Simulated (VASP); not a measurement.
Here is a VASP 6.6.1 calculation.

INCAR

```
SYSTEM = Ru
  PREC = Accurate
  ENCUT = 600
  EDIFF = 1E-6
  ISMEAR = -1
  SIGMA = 0.1
  LREAL = .FALSE.
  LASPH = .TRUE.
  NELM = 80
  ALGO = Normal
  ISIF = 3
  LWAVE = .FALSE.
  LCHARG = .FALSE.
  GGA = RE
  IBRION = 2
  NSW = 80
  EDIFFG = -0.01
```

Contents of KPOINTS:

```
Automatic mesh
0
G
  14 14 14
  0 0 0
```

POSCAR

```
Ru
1.0
    0.0000000000      1.8924348942      1.8924348942
    1.8924348942      0.0000000000      1.8924348942
    1.8924348942      1.8924348942      0.0000000000
Ru
1
Direct
    0.0000000000      0.0000000000      0.0000000000
```

Potentials or basis: VASP PAW PBE potentials, release 64 (Ru_pv).

Run with:

```bash
$ cat potpaw_PBE.64/Ru_pv/POTCAR > POTCAR
$ mpirun -np 1 vasp_std > vasp.out
```

Problem. What does it give for the band gap on the k mesh?

Solution. Zero (band 7 reaches 14.42 eV, above the bottom of band 8 at 11.15 eV).

Problem. Predict the relaxed volume.

Solution. 13.99 Å³/atom.

Problem. Predict the space group after relaxing (to 0.05 Å).

Solution. Fm-3m (No. 225).

Problem. Estimate the relaxed cell.

Solution. a = 2.705 Å, b = 2.705 Å, c = 2.705 Å, α = 60.00°, β = 60.00°, γ = 60.00°.

Final structure:
```
CELL_PARAMETERS angstrom
0.00000 1.91258 1.91258
1.91258 0.00000 1.91258
1.91258 1.91258 0.00000
ATOMIC_POSITIONS crystal
Ru 0.00000 0.00000 0.00000
```

Caveat: the PAW data sets were made with another functional, which shifts forces and pressure a little.
